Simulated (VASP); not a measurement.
A run of VASP 6.6.1:

Contents of POSCAR:

```
K3BrCl2
1.0
    4.5216161000      0.0000000000      0.0000000000
   -2.2608080500      3.9158344100      0.0000000000
    0.0000000000      0.0000000000     11.0913327700
K Br Cl
3 1 2
Direct
    0.0000000000      0.0000000000      0.5000000000
    0.3333333333      0.6666666667      0.1769821900
    0.6666666667      0.3333333333      0.8230178100
    0.0000000000      0.0000000000      0.0000000000
    0.3333333333      0.6666666667      0.6616931400
    0.6666666667      0.3333333333      0.3383068600
```

The input INCAR.step1:

```
SYSTEM = K3BrCl2
PREC = Accurate
ENCUT = 520
ISMEAR = 0
SIGMA = 0.01
LREAL = .False.
LASPH = .True.
NELM = 100
NBANDS = 33
GGA = PE
ALGO = Normal
EDIFF = 1E-4
LWAVE = .True.
LCHARG = .False.
```

File INCAR.step2:

```
SYSTEM = K3BrCl2
PREC = Accurate
ENCUT = 520
EDIFF = 1E-7
ISMEAR = 0
SIGMA = 0.01
LREAL = .False.
LASPH = .True.
NELM = 100
ALGO = Normal
ISIF = 2
LWAVE = .False.
LCHARG = .True.
METAGGA = R2SCAN
LMIXTAU = .True.
LELF = .True.
LVHAR = .True.
NBANDS = 33
ISTART = 1
```

The input KPOINTS:

```
regular mesh
0
Gamma
  6 6 2
  0 0 0
```

Potentials or basis: VASP PAW PBE potentials, release 64 (K_sv, Br, Cl).

Command:

```sh
$ cat potpaw_PBE.64/K_sv/POTCAR potpaw_PBE.64/Br/POTCAR potpaw_PBE.64/Cl/POTCAR > POTCAR
$ cp INCAR.step1 INCAR
$ mpirun -np 1 vasp_std > vasp.out
$ cp INCAR.step2 INCAR
$ mpirun -np 1 vasp_std > vasp.out
```

Hardware: 1 thread of Intel(R) Xeon(R) 6975P-C (Granite Rapids), with other jobs on the host.

Problem. How long does it take, and how much memory?

Solution. Run time: 3.7 min on 1 thread of Intel(R) Xeon(R) 6975P-C (Granite Rapids), with other jobs on the host, peak memory 0.4 GiB. Counts: k points 14.
